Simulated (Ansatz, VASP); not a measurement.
# One calculation of Hf, two programs

```
Hf
1.0
     0.00000    2.22000    2.22000
     2.16450    0.00000    2.22000
     2.16450    2.22000    0.00000
Hf
1
Direct
  0.00000 0.00000 0.00000
```

Change from the starting cell: strain -0.0250 x Voigt [1, 0, 0, 0, 0, 0], atoms carried along.

Alike in both runs: task single point; functional r2SCAN; k mesh 18 × 18 × 18; occupations gaussian, width 0.15 eV; no spin polarisation.

|  | VASP | Ansatz |
| --- | --- | --- |
| version | VASP 6.6.1 | Ansatz 0.2.0 |
| potentials or method | VASP PAW PBE potentials, release 64 (Hf_pv), cutoff 520 eV | scalar-relativistic, plane waves, PAW |
| valence electrons in the cell | 10 | 26 |

|  | VASP | Ansatz | Ansatz less VASP |
| --- | --- | --- | --- |
| gap on the k mesh at the Fermi level (eV) | none | none | - |
| pressure (GPa) | 5.1 | 5.6 | +0.49 |
| traceless stress, the component that is largest in VASP (GPa) | 0.96 | 0.95 | -0.007 |

VASP's potentials were made for PBE, not for r2SCAN. A gap of «none» marks a metal or a gap that the smearing closes. VASP's potentials hold 10 valence electrons a cell and Ansatz's 26, so a difference there can come from the potentials and not from the codes.

Neither program's run includes spin-orbit coupling.
